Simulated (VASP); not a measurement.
Here is a VASP 6.6.1 calculation.

The input INCAR:

```
SYSTEM = HfO2
  PREC = Accurate
  ENCUT = 520
  EDIFF = 1E-7
  ISMEAR = 0
  SIGMA = 0.05
  LREAL = .FALSE.
  LASPH = .TRUE.
  NELM = 100
  ALGO = Normal
  ISIF = 2
  LWAVE = .FALSE.
  LCHARG = .TRUE.
  GGA = PE
  LELF = .TRUE.
  LVHAR = .TRUE.
  NBANDS = 56
```

File KPOINTS:

```
Automatic mesh
0
G
  6 6 6
  0 0 0
```

POSCAR

```
HfO2
1.0
    5.0976115212      0.0000000000      0.0000000000
    0.0000000000     -5.0976115212      0.0000000000
    0.0000000000      0.0000000000     -5.0976115212
Hf O
4 8
Direct
    0.0249684034      1.0249684034      1.0000000000
    0.5000000000      0.5000000000      1.0000000000
    0.5000000000      1.0000000000      0.5000000000
    0.0000000000      0.5000000000      0.5000000000
    0.2500000000      0.2500000000      0.2500000000
    0.7500000000      0.7500000000      0.2500000000
    0.7500000000      0.2500000000      0.7500000000
    0.2500000000      0.7500000000      0.7500000000
    0.7500000000      0.7500000000      0.7500000000
    0.2500000000      0.2500000000      0.7500000000
    0.2500000000      0.7500000000      0.2500000000
    0.7500000000      0.2500000000      0.2500000000
```

Potentials or basis: VASP PAW PBE potentials, release 64 (Hf_pv, O).

Run with:

```sh
$ cat potpaw_PBE.64/Hf_pv/POTCAR potpaw_PBE.64/O/POTCAR > POTCAR
$ mpirun -np 1 vasp_std > vasp.out
```

(1) What does it give for the largest force?

(2) Estimate the pressure.

(3) Estimate the band gap on the k mesh.

Results:

(1) 2.745 eV/Å.

(2) -2.6 GPa.

(3) 3.52 eV.

Caveat: the cell differs from its parent crystal (atom 1 (Hf) moved -0.180 Å towards its neighbour atom 2 (Hf) at 3.605 Å); spin-orbit coupling is left out, which moves the levels of the heavy elements; forces of over 1 eV/Å act on the atoms, so gaps and moduli don't describe the material at rest.
